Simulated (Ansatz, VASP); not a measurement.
One calculation of ZnSe, two programs

The input INCAR:

```
  PREC = Accurate
  ENCUT = 520
  EDIFF = 1E-6
  ISMEAR = 0
  SIGMA = 0.05
  LREAL = False
  LASPH = True
  NELM = 100
  ALGO = Normal
  ISIF = 2
  LWAVE = False
  LCHARG = True
  GGA = PE
  IVDW = 12
  LELF = True
  LVHAR = True
  NBANDS = 16
```

File KPOINTS:

```
Automatic mesh
0
Gamma
  8 8 8
```

File POSCAR:

```
ZnSe
1.0
    0.0000000000      2.8337995388      2.8337995388
    2.8337995388      0.0000000000      2.8337995388
    2.8337995388      2.8337995388      0.0000000000
Zn Se
1 1
Direct
    0.0000000000      0.0000000000      0.0000000000
    0.7500000000      0.7500000000      0.7500000000
```

Input for Ansatz:

```yaml
crystal:
  lattice:
    - [0.0, 2.8337995388, 2.8337995388]
    - [2.8337995388, 0.0, 2.8337995388]
    - [2.8337995388, 2.8337995388, 0.0]
  atoms:
    - { symbol: Zn, position: [0.0, 0.0, 0.0] }
    - { symbol: Se, position: [0.75, 0.75, 0.75] }
basis:
  ecutwfc: 420
  ecutrho_ratio: 4
kpoints:
  mp_grid: { grid: [8, 8, 8] }
hamiltonian:
  xc: pbe
  dispersion: d3bj
scf:
  occupations: { method: gaussian, width: 0.05 }
output:
  forces: true
  stress: true
  eigenvalues: true
```

Alike in both runs: task single point; functional PBE; dispersion D3(BJ); k mesh 8 × 8 × 8; occupations gaussian, width 0.05 eV; no spin polarisation.

|  | VASP | Ansatz |
| --- | --- | --- |
| version | VASP 6.6.1 | Ansatz 0.2.0 |
| potentials or method | VASP PAW PBE potentials, release 64 (Zn, Se), cutoff 520 eV | scalar-relativistic, plane waves, PAW |
| valence electrons in the cell | 18 | 28 |

|  | VASP | Ansatz | Ansatz less VASP |
| --- | --- | --- | --- |
| gap on the k mesh at the Fermi level (eV) | 1.29 | 1.29 | -0.002 |
| least direct gap on the mesh (eV) | 1.29 | 1.29 | -0.002 |
| pressure (GPa) | -0.2 | -0.4 | -0.24 |

VASP's potentials hold 18 valence electrons a cell and Ansatz's 28, so a difference there can come from the potentials and not from the codes.
